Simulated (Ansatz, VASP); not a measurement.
**Two plane-wave programs on Ge**

The input POSCAR:

```
Ge
1.0
   -2.5915398167      2.5915398167      1.4066673013
    2.5915398167     -2.5915398167      1.4066673013
    2.5915398167      2.5915398167     -1.4066673013
Ge
2
Direct
    0.5000000000      0.5000000000      0.0000000000
    0.2500000000      0.7500000000      0.5000000000
```

INCAR.step1

```
SYSTEM = Ge
PREC = Accurate ; ENCUT = 520
ISMEAR = -1 ; SIGMA = 0.05
LREAL = .False. ; LASPH = .True.
NELM = 60 ; NBANDS = 21
GGA = PE ; ALGO = Normal
EDIFF = 1E-4 ; LWAVE = .True.
LCHARG = .False.
```

Contents of INCAR.step2:

```
SYSTEM = Ge
PREC = Accurate ; ENCUT = 520
EDIFF = 1E-6 ; ISMEAR = -1
SIGMA = 0.05 ; LREAL = .False.
LASPH = .True. ; NELM = 60
ALGO = Normal ; ISIF = 2
LWAVE = .False. ; LCHARG = .False.
METAGGA = R2SCAN ; LMIXTAU = .True.
NBANDS = 21 ; ISTART = 1
```

Contents of KPOINTS:

```
Automatic mesh
0
Gamma
  11 11 11
  0 0 0
```

Contents of input.yaml:

```yaml
crystal:
  lattice:
    - [-2.5915398167, 2.5915398167, 1.4066673013]
    - [2.5915398167, -2.5915398167, 1.4066673013]
    - [2.5915398167, 2.5915398167, -1.4066673013]
  atoms:
    - { symbol: Ge, position: [0.5, 0.5, 0.0] }
    - { symbol: Ge, position: [0.25, 0.75, 0.5] }
hamiltonian:
  xc: r2scan
  pseudopotentials: { kind: paw }
kpoints:
  mp_grid: { grid: [11, 11, 11] }
scf:
  occupations: { method: fermi_dirac, width: 0.05 }
output:
  forces: true
  stress: true
  eigenvalues: true
```

Alike in both runs: task single point; functional r2SCAN; k mesh 11 × 11 × 11; occupations fermi-dirac, width 0.05 eV; no spin polarisation.

```csv
,VASP,Ansatz
version,VASP 6.6.1,Ansatz 0.2.0
potentials or method,"VASP PAW PBE potentials, release 64 (Ge_d)",Ansatz PAW
plane-wave cutoff (eV),520,500
valence electrons in the cell,28,28
```

Ansatz gave:

- gap on the k mesh at the Fermi level (eV): none
- pressure (GPa): -0.9
- traceless stress, the component that is largest in VASP (GPa): 0.40

What did VASP give for the same quantities?

gap on the k mesh at the Fermi level (eV): none; pressure (GPa): -1.1; traceless stress, the component that is largest in VASP (GPa): 0.36.

VASP's potentials were made for PBE, not for r2SCAN. A gap of «none» marks a metal or a gap that the smearing closes. The functional is the same, so the differences come from potentials, cutoffs and numerics.
